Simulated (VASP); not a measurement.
A run of VASP 6.6.1:

INCAR

```
SYSTEM = Al2Cl
PREC = Accurate
ENCUT = 600
EDIFF = 1E-6
ISMEAR = 0
SIGMA = 0.1
LREAL = .FALSE.
LASPH = .TRUE.
NELM = 100
ALGO = Normal
ISIF = 3
LWAVE = .FALSE.
LCHARG = .FALSE.
GGA = PE
IBRION = 2
NSW = 90
EDIFFG = -0.04
```

KPOINTS

```
Automatic mesh
0
G
  6 6 6
  0 0 0
```

Contents of POSCAR:

```
Al2Cl
1.0
    0.0000000000      3.1586756100      3.1586756100
    3.1586756100      0.0000000000      3.1586756100
    3.1586756100      3.1586756100      0.0000000000
Al Cl
2 1
Direct
    0.2500000000      0.2500000000      0.2500000000
    0.7500000000      0.7500000000      0.7500000000
    0.0000000000      0.0000000000      0.0000000000
```

Potentials or basis: VASP PAW PBE potentials, release 64 (Al, Cl).

Command:

```sh
$ cat potpaw_PBE.64/Al/POTCAR potpaw_PBE.64/Cl/POTCAR > POTCAR
$ mpirun -np 1 vasp_std > vasp.out
```

Hardware: 1 thread of Intel(R) Xeon(R) Platinum 8488C (Sapphire Rapids), on a shared host.

How long does it take, and how much memory?

Run time: 33 s on 1 thread of Intel(R) Xeon(R) Platinum 8488C (Sapphire Rapids), on a shared host, peak memory 0.2 GiB. Counts: scf iterations 46, k points 16, ion steps 4.
